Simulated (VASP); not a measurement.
Input of a VASP 6.6.1 run:

File POSCAR:

```
BN
1.0
    0.0000000000      1.7406211898      1.7406211898
    1.7406211898      0.0000000000      1.7406211898
    1.7406211898      1.7406211898      0.0000000000
B N
1 1
Direct
    0.0000000000      0.0000000000      0.0000000000
    0.2500000000      0.2500000000      0.2500000000
```

INCAR.step1

```
SYSTEM = BN
  PREC = Accurate
  ENCUT = 520
  ISMEAR = 0
  SIGMA = 0.01
  LREAL = .FALSE.
  LASPH = .TRUE.
  NELM = 60
  NBANDS = 11
  GGA = PE
  ALGO = Normal
  EDIFF = 1E-4
  LWAVE = .TRUE.
  LCHARG = .FALSE.
```

INCAR.step2

```
SYSTEM = BN
  PREC = Accurate
  ENCUT = 520
  EDIFF = 1E-7
  ISMEAR = 0
  SIGMA = 0.01
  LREAL = .FALSE.
  LASPH = .TRUE.
  NELM = 60
  ALGO = Normal
  ISIF = 2
  LWAVE = .FALSE.
  LCHARG = .FALSE.
  METAGGA = R2SCAN
  LMIXTAU = .TRUE.
  NBANDS = 11
  ISTART = 1
```

Contents of KPOINTS:

```
Automatic mesh
0
G
  12 12 12
  0 0 0
```

Potentials or basis: VASP PAW PBE potentials, release 64 (B, N).

Command:

```bash
$ cat potpaw_PBE.64/B/POTCAR potpaw_PBE.64/N/POTCAR > POTCAR
$ cp INCAR.step1 INCAR
$ mpirun -np 1 vasp_std > vasp.out
$ cp INCAR.step2 INCAR
$ mpirun -np 1 vasp_std > vasp.out
```

Estimate the pressure.

53.4 GPa.

Predict the band gap on the k mesh.

5.11 eV, indirect (least direct gap 10.08 eV).

Caveat: the PAW data sets were made with another functional, which shifts forces and pressure a little. r2SCAN opens gaps a little over a GGA but as a rule still falls short of measured ones.
